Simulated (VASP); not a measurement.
# Pb (P6_3/mmc) in VASP: single point with PBE

Aim: the single point of Pb with PBE.

All numbers are computed with VASP 6.6.1; they aren't measurements. Logs are shortened: lines on timing, memory, paths and dates and some standing lists are left out, and cuts for length are marked.

## (1) The cell of the first run

It takes space group P6_3/mmc (No. 194, hexagonal). Conventional cell: a = 3.429 Å, b = 3.429 Å, c = 11.255 Å, α = 90.00°, β = 90.00°, γ = 120.00°. Within 4.5 Å of Pb (site symmetry -3m) lie 12 Pb at 3.43 to 3.44 Å. Within 4.5 Å of Pb (site symmetry -6m2) lie 12 Pb at 3.43 to 3.44 Å.

## (2) Single point, PBE

Input file INCAR:

```
SYSTEM = Pb
PREC     = Accurate       ! precision mode
ENCUT    = 500            ! plane-wave cutoff, eV
EDIFF    = 1E-6           ! SCF threshold, eV
ISMEAR   = 0              ! smearing method
SIGMA    = 0.1            ! smearing width, eV
LREAL    = .FALSE.        ! projectors in reciprocal space
LASPH    = .TRUE.         ! aspherical terms in the spheres
NELM     = 120            ! most SCF steps
ALGO     = Normal         ! electronic algorithm
ISIF     = 2              ! what is computed and relaxed
LWAVE    = .FALSE.        ! write WAVECAR
LCHARG   = .FALSE.        ! write CHGCAR
GGA      = PE             ! functional
NBANDS   = 36             ! bands
GGA_COMPAT= .FALSE.
```

Input file KPOINTS:

```
regular mesh
0
G
  6 6 2
  0 0 0
```

Input file POSCAR:

```
Pb
1.0
    3.4288642777      0.0000000000      0.0000000000
   -1.7144321388      2.9694835706      0.0000000000
    0.0000000000      0.0000000000     11.2548642971
Pb
4
Direct
    0.0000000000      0.0000000000      0.0000000000
    0.3333333333      0.6666666667      0.2500000000
    0.0000000000      0.0000000000      0.5000000000
    0.6666666667      0.3333333333      0.7500000000
```

Potentials or basis: VASP PAW PBE potentials, release 64 (Pb_d).

Command:

```console
> cat potpaw_PBE.64/Pb_d/POTCAR > POTCAR
> mpirun -np 1 vasp_std > vasp.out
```

OUTCAR:

```text
SYSTEM = Pb
   PREC = Accurate
   ENCUT = 500
   EDIFF = 1E-6
   ISMEAR = 0
   LREAL = .FALSE.
   LASPH = .TRUE.
   NELM = 120
   ISIF = 2
   GGA = PE

 ion  position               nearest neighbor table
   1  0.000  0.000  0.000-   2 3.44   4 3.44   2 3.44   4 3.44   4 3.44   2 3.44
   2  0.333  0.667  0.250-   1 3.44   3 3.44   1 3.44   3 3.44   1 3.44   3 3.44
   3  0.000  0.000  0.500-   2 3.44   4 3.44   2 3.44   4 3.44   4 3.44   2 3.44
   4  0.667  0.333  0.750-   1 3.44   3 3.44   1 3.44   3 3.44   1 3.44   3 3.44

  LATTYP: Found a hexagonal cell.
 ALAT       =     3.4288642777
 C/A-ratio  =     3.2823883903

  Lattice vectors:

 A1 = (   3.4288642777,   0.0000000000,   0.0000000000)
 A2 = (  -1.7144321388,   2.9694835706,   0.0000000000)
 A3 = (   0.0000000000,   0.0000000000,  11.2548642971)

Analysis of symmetry for initial positions (statically):
=====================================================================
 Subroutine PRICEL returns:
 Original cell was already a primitive cell.

 Routine SETGRP: Setting up the symmetry group for a
 hexagonal supercell.

 Subroutine GETGRP returns: Found 24 space group operations
 (whereof 12 operations were pure point group operations)
 out of a pool of 24 trial point group operations.

The static configuration has the point symmetry D_3d.
 The point group associated with its full space group is D_6h.

Analysis of symmetry for dynamics (positions and initial velocities):
=====================================================================
 Subroutine PRICEL returns:
 Original cell was already a primitive cell.

 Routine SETGRP: Setting up the symmetry group for a
 hexagonal supercell.

 Subroutine GETGRP returns: Found 24 space group operations
 (whereof 12 operations were pure point group operations)
 out of a pool of 24 trial point group operations.

The dynamic configuration has the point symmetry D_3d.
 The point group associated with its full space group is D_6h.

 Subroutine INISYM returns: Found 24 space group operations
 (whereof 12 operations are pure point group operations),
 and found     1 'primitive' translations

----------------------------------------------------------------------------------------

                                     Primitive cell

  volume of cell :     114.5965

  direct lattice vectors                    reciprocal lattice vectors
     3.428864278  0.000000000  0.000000000     0.291641756  0.168379446  0.000000000
    -1.714432139  2.969483571  0.000000000     0.000000000  0.336758893  0.000000000
     0.000000000  0.000000000 11.254864297     0.000000000  0.000000000  0.088850472

  length of vectors
     3.428864278  3.428864278 11.254864297     0.336758893  0.336758893  0.088850472

  position of ions in fractional coordinates (direct lattice)
     0.000000000  0.000000000  0.000000000
     0.333333333  0.666666667  0.250000000
     0.000000000  0.000000000  0.500000000
     0.666666667  0.333333333  0.750000000

  ion indices of the primitive-cell ions
   primitive index   ion index
                 1           1
                 2           2
                 3           3
                 4           4

----------------------------------------------------------------------------------------

 KPOINTS: regular mesh

Automatic generation of k-mesh.
 Grid dimensions read from file:
 generate k-points for:    6    6    2

 Generating k-lattice:

  Cartesian coordinates                     Fractional coordinates (reciprocal lattice)
     0.048606959  0.028063241  0.000000000     0.166666667  0.000000000  0.000000000
     0.000000000  0.056126482  0.000000000     0.000000000  0.166666667  0.000000000
     0.000000000  0.000000000  0.044425236     0.000000000  0.000000000  0.500000000

  Length of vectors
     0.056126482  0.056126482  0.044425236

  Shift w.r.t. Gamma in fractional coordinates (k-lattice)
     0.000000000  0.000000000  0.000000000

 Subroutine IBZKPT returns following result:
 ===========================================

 Found     14 irreducible k-points:

 Following reciprocal coordinates:
            Coordinates               Weight
  0.000000  0.000000  0.000000      1.000000
  0.166667  0.000000  0.000000      6.000000
  0.333333 -0.000000  0.000000      6.000000
  0.500000 -0.000000  0.000000      3.000000
  0.166667  0.166667  0.000000      6.000000
  0.333333  0.166667  0.000000     12.000000
  0.333333  0.333333  0.000000      2.000000
  0.000000  0.000000  0.500000      1.000000
  0.166667  0.000000  0.500000      6.000000
  0.333333 -0.000000  0.500000      6.000000
  0.500000 -0.000000  0.500000      3.000000
  0.166667  0.166667  0.500000      6.000000
  0.333333  0.166667  0.500000     12.000000
  0.333333  0.333333  0.500000      2.000000
   k-points           NKPTS =     14   k-points in BZ     NKDIM =     14   number of bands    NBANDS=     36
   number of dos      NEDOS =    301   number of ions     NIONS =      4
   total plane-waves  NPLWV =  65856
   dimension x,y,z NGX =    28 NGY =   28 NGZ =   84
   dimension x,y,z NGXF=    56 NGYF=   56 NGZF=  168
   ions per type =               4
   NGX,Y,Z   is equivalent  to a cutoff of  13.58, 13.58, 12.41 a.u.
   NGXF,Y,Z  is equivalent  to a cutoff of  27.15, 27.15, 24.82 a.u.
 SYSTEM =  Pb
   PREC   = accura    normal or accurate (medium, high low for compatibility)
   ISTART =      0    job   : 0-new  1-cont  2-samecut
   ICHARG =      2    charge: 1-file 2-atom 10-const
   ISPIN  =      1    spin polarized calculation?
   LNONCOLLINEAR =      F non collinear calculations
   LSORBIT =      F    spin-orbit coupling
   LASPH  =      T    aspherical Exc in radial PAW
   ENCUT  =  500.0 eV  36.75 Ry    6.06 a.u.   6.25  6.25 20.52*2*pi/ulx,y,z
   NELM   =    120;   NELMIN=  2; NELMDL= -5     # of ELM steps
   EDIFF  = 0.1E-05   stopping-criterion for ELM
   LREAL  =      F    real-space projection
   EDIFFG = 0.1E-04   stopping-criterion for IOM
   NSW    =      0    number of steps for IOM
   IBRION =     -1    ionic relax: 0-MD 1-quasi-New 2-CG
   NFREE  =      0    steps in history (QN), initial steepest desc. (CG)
   ISIF   =      2    stress and relaxation
   ISYM   =      2    0-nonsym 1-usesym 2-fastsym
   POTIM  = 0.5000    time-step for ionic-motion
   TEBEG  =    0.0;   TEEND  =   0.0 temperature during run
   PSTRESS=    0.0 pullay stress
   NELECT =      56.0000    total number of electrons
   NUPDOWN=      -1.0000    fix difference up-down
   EMIN   =  10.00;   EMAX   =-10.00  energy-range for DOS
   EFERMI =   0.00;   METHOD = LEGACY
   ISMEAR =     0;   SIGMA  =   0.10  broadening in eV -4-tet -1-fermi 0-gaus
   EFERMI_NEDOS =   21; number of points for ismear=-14 and -15
   IALGO  =     38    algorithm
   IMIX   =      4    mixing-type and parameters
     AMIX     =   0.40;   BMIX     =  1.00
     AMIX_MAG =   1.60;   BMIX_MAG =  1.00
  volume/ion in A,a.u.               =      28.65       193.33
  Fermi-wavevector in a.u.,A,eV,Ry     =   1.289477  2.436759 22.623108  1.662752
  Thomas-Fermi vector in A             =   2.421368
   LORBIT       =      0    0 simple, 1 ext, 2 COOP (PROOUT), +10 PAW based schemes
   GGA     = PE    functional components
   LHFCALC =     F    Hartree Fock is set to
   AEXX    =    0.0000 exact exchange contribution
   IVDW    =     0    specifies the selected vdW correction
   LEPSILON=     F    determine dielectric tensor
   LRPA    =     F    only Hartree local field effects (RPA)
 non-spin polarized calculation
 Gauss-broadening in eV      SIGMA  =   0.10
  energy-cutoff  :      500.00
  volume of cell :      114.60
 maximum number of plane-waves:      2925
 NGX is ok and might be reduce to    28
   NGX = 13   NGY = 13   NGZ = 41

 number of electron      56.0000008 magnetization

 Free energy of the ion-electron system (eV)
  ---------------------------------------------------
  ext. energy  EPLUGINS =         0.00000000
  ---------------------------------------------------
  free energy    TOTEN  =       -13.85479545 eV

  energy without entropy =      -13.83048208  energy(sigma->0) =      -13.84263876

 E-fermi :   8.1566     XC(G=0): -10.4612

 val. band max:        8.1535671646   @ k =   0.3333   0.3333   0.0000
 cond. band min:       8.2468381237   @ k =   0.3333   0.1667   0.0000
 fundamental gap:      0.0932709591
 Fermi energy:         8.1565904704

 k-point     1 :       0.0000    0.0000    0.0000
  band No.  band energies     occupation
      1      -9.2521      2.00000
      2      -9.2387      2.00000
      3      -9.2141      2.00000
      4      -9.2141      2.00000
      5      -9.1939      2.00000
      6      -9.1939      2.00000
[... 28 lines left out ...]
     35      15.8105      0.00000
     36      15.8105      0.00000

 k-point     2 :       0.1667    0.0000    0.0000
  band No.  band energies     occupation
      1      -9.2610      2.00000
      2      -9.2503      2.00000
      3      -9.1978      2.00000
      4      -9.1921      2.00000
      5      -9.1765      2.00000
      6      -9.1523      2.00000
[... 28 lines left out ...]
     35      15.0785      0.00000
     36      15.8275      0.00000

 k-point     3 :       0.3333   -0.0000    0.0000
  band No.  band energies     occupation
      1      -9.3398      2.00000
      2      -9.2977      2.00000
      3      -9.2640      2.00000
      4      -9.2141      2.00000
      5      -9.2111      2.00000
      6      -9.1541      2.00000
[... 28 lines left out ...]
     35      12.6628      0.00000
     36      14.4650      0.00000

 k-point     4 :       0.5000   -0.0000    0.0000
  band No.  band energies     occupation
      1      -9.3777      2.00000
      2      -9.3186      2.00000
      3      -9.3108      2.00000
      4      -9.2449      2.00000
      5      -9.2313      2.00000
      6      -9.1852      2.00000
[... 28 lines left out ...]
     35      12.6504      0.00000
     36      13.8315      0.00000

 k-point     5 :       0.1667    0.1667    0.0000
  band No.  band energies     occupation
      1      -9.2524      2.00000
      2      -9.2394      2.00000
      3      -9.2248      2.00000
      4      -9.2188      2.00000
      5      -9.1795      2.00000
      6      -9.1653      2.00000
[... 265 lines left out ...]
 k-point    12 :       0.1667    0.1667    0.5000
  band No.  band energies     occupation
      1      -9.2421      2.00000
      2      -9.2421      2.00000
      3      -9.2245      2.00000
      4      -9.2245      2.00000
      5      -9.1762      2.00000
      6      -9.1762      2.00000
[... 28 lines left out ...]
     35      13.8961      0.00000
     36      13.8961      0.00000

 k-point    13 :       0.3333    0.1667    0.5000
  band No.  band energies     occupation
      1      -9.2829      2.00000
      2      -9.2829      2.00000
      3      -9.2249      2.00000
      4      -9.2249      2.00000
      5      -9.1932      2.00000
      6      -9.1932      2.00000
[... 28 lines left out ...]
     35      12.3894      0.00000
     36      12.3894      0.00000

 k-point    14 :       0.3333    0.3333    0.5000
  band No.  band energies     occupation
      1      -9.2618      2.00000
      2      -9.2618      2.00000
      3      -9.2051      2.00000
      4      -9.2051      2.00000
      5      -9.1074      2.00000
      6      -9.1074      2.00000
[... 28 lines left out ...]
     35      11.2500      0.00000
     36      11.2500      0.00000

------------------------ aborting loop because EDIFF is reached ----------------------------------------

  FORCE on cell =-STRESS in cart. coord.  units (eV):
  Direction    XX          YY          ZZ          XY          YZ          ZX
  --------------------------------------------------------------------------------------
  -------------------------------------------------------------------------------------
  Total        4.8191344      4.8191344      2.4055000      0.0000000      0.0000000      0.0000000
  in kB       67.3764514     67.3764514     33.6313626      0.0000000      0.0000000      0.0000000
  external PRESSURE =      56.1280885 kB  Pullay stress =       0.0000000 kB

 VOLUME and BASIS-vectors are now :
 -----------------------------------------------------------------------------
  energy-cutoff  :      500.00
  volume of cell :      114.60
      direct lattice vectors                 reciprocal lattice vectors
     3.428864278  0.000000000  0.000000000     0.291641756  0.168379446  0.000000000
    -1.714432139  2.969483571  0.000000000     0.000000000  0.336758893  0.000000000
     0.000000000  0.000000000 11.254864297     0.000000000  0.000000000  0.088850472

 POSITION                                       TOTAL-FORCE (eV/Angst)
 -----------------------------------------------------------------------------------
      0.00000      0.00000      0.00000         0.000000      0.000000     -0.000000
     -0.00000      1.97966      2.81372         0.000000     -0.000000      0.000000
      0.00000      0.00000      5.62743         0.000000      0.000000     -0.000000
      1.71443      0.98983      8.44115        -0.000000      0.000000      0.000000
 -----------------------------------------------------------------------------------
    total drift:                                0.000000     -0.000000      0.000000

  FREE ENERGIE OF THE ION-ELECTRON SYSTEM (eV)
  ---------------------------------------------------
  free  energy   TOTEN  =       -13.8547954476 eV

  energy  without entropy=      -13.8304820768  energy(sigma->0) =      -13.84263876
```

Run time: 40 s. Hardware: 1 thread of Intel Xeon Platinum 8375C at 2.90GHz (Ice Lake), shared host; peak memory 0.24 GiB.

What came out:

| Item | Value |
| --- | --- |
| Free energy | -13.8548 eV |
| Pressure | 5.6 GPa |
| Band gap on the k mesh | zero (band 28 reaches 13.89 eV, above the bottom of band 29 at 5.72 eV) |

Levels at points of the mesh, in eV from the Fermi level:
| k point | band 26 | band 27 | band 28 | band 29 | band 30 | band 31 |
| --- | --- | --- | --- | --- | --- | --- |
| (0.00, 0.00, 0.00) | 0.56 | 0.57 | 5.74 | 5.74 | 6.57 | 6.57 |
| (0.50, 0.00, 0.00) | -4.18 | -2.70 | -2.15 | -0.28 | 0.61 | 1.93 |
| (0.00, 0.00, 0.50) | -2.90 | 4.62 | 4.62 | 5.98 | 5.98 | 5.98 |
| (0.50, 0.00, 0.50) | -3.92 | -3.18 | -3.18 | 1.16 | 1.16 | 2.31 |

Caveat: spin-orbit coupling is left out, which moves the levels of the heavy elements.
